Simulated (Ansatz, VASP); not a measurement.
# One calculation of AlN, two programs

```
Al N
1.0
     3.40060    0.00000    0.00000
    -1.70030    2.94501    0.00000
     0.00000    0.00000    4.09980
Al N
2 2
Cartesian
  0.0000 1.9633 3.0749
  1.7003 0.9817 1.0250
  0.0000 1.9633 1.0250
  1.7003 0.9817 3.0749
```

Alike in both runs: task single point; functional PBEsol; k mesh 9 × 9 × 6; occupations gaussian, width 0.05 eV; no spin polarisation.

|  | VASP | Ansatz |
| --- | --- | --- |
| version | VASP 6.6.1 | Ansatz 0.2.0 |
| potentials or method | VASP PAW PBE potentials, release 64 (Al, N), cutoff 520 eV | scalar-relativistic, plane waves, PAW |
| valence electrons in the cell | 16 | 16 |

|  | VASP | Ansatz | Ansatz less VASP |
| --- | --- | --- | --- |
| gap on the k mesh at the Fermi level (eV) | 3.11 | 3.10 | -0.011 |
| least direct gap on the mesh (eV) | 3.11 | 3.10 | -0.011 |
| pressure (GPa) | -10.0 | -9.9 | +0.10 |
| traceless stress, the component that is largest in VASP (GPa) | 5.12 | 5.10 | -0.021 |

VASP's potentials were made for PBE, not for PBEsol. With one functional, cell and mesh, what is left measures potentials, basis and numerics.
